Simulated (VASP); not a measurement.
Set up this calculation in VASP 6.6.1, as the native input.

* Task: single point
* Functional: PBE
* Potentials or basis: VASP PAW PBE potentials, release 64 (Al)
* Cutoff: 500 eV
* k mesh: 8 × 8 × 8
* Occupations: fermi-dirac, width 0.1 eV
* Spin: no spin polarisation
* Dipole correction: no
* Further INCAR settings: ALGO = Normal; EDIFF = 1e-06; NBANDS = 8

The structure of Al lies in POSCAR:

```
Al
1.0
    0.0000000000      1.9976317802      1.9976317802
    1.9976317802      0.0000000000      1.9976317802
    1.9976317802      1.9976317802      0.0000000000
Al
1
Direct
    0.0000000000      0.0000000000      0.0000000000
```

The input as run:

INCAR

```
PREC     = Accurate       # precision mode
ENCUT    = 500            # plane-wave cutoff, eV
EDIFF    = 1E-6           # SCF threshold, eV
ISMEAR   = -1             # smearing method
SIGMA    = 0.1            # smearing width, eV
LREAL    = F              # projectors in reciprocal space
LASPH    = T              # aspherical terms in the spheres
NELM     = 120            # most SCF steps
ALGO     = Normal         # electronic algorithm
ISIF     = 2              # what is computed and relaxed
LWAVE    = F              # write WAVECAR
LCHARG   = T              # write CHGCAR
GGA      = PE             # functional
LELF     = T              # ELF
LVHAR    = T            
NBANDS   = 8              # bands
GGA_COMPAT= F
```

KPOINTS

```
Automatic mesh
0
Gamma
  8 8 8
```

Potentials or basis: VASP PAW PBE potentials, release 64 (Al).

Launch:

```console
$ cat potpaw_PBE.64/Al/POTCAR > POTCAR
$ mpirun -np 1 vasp_std > vasp.out
```

Results of the run:

| Item | Value |
| --- | --- |
| Pressure | 3.0 GPa |

Wall time 6.4 s on 1 thread of AMD EPYC 7R13, with other jobs on the host, peak memory 0.1 GiB.
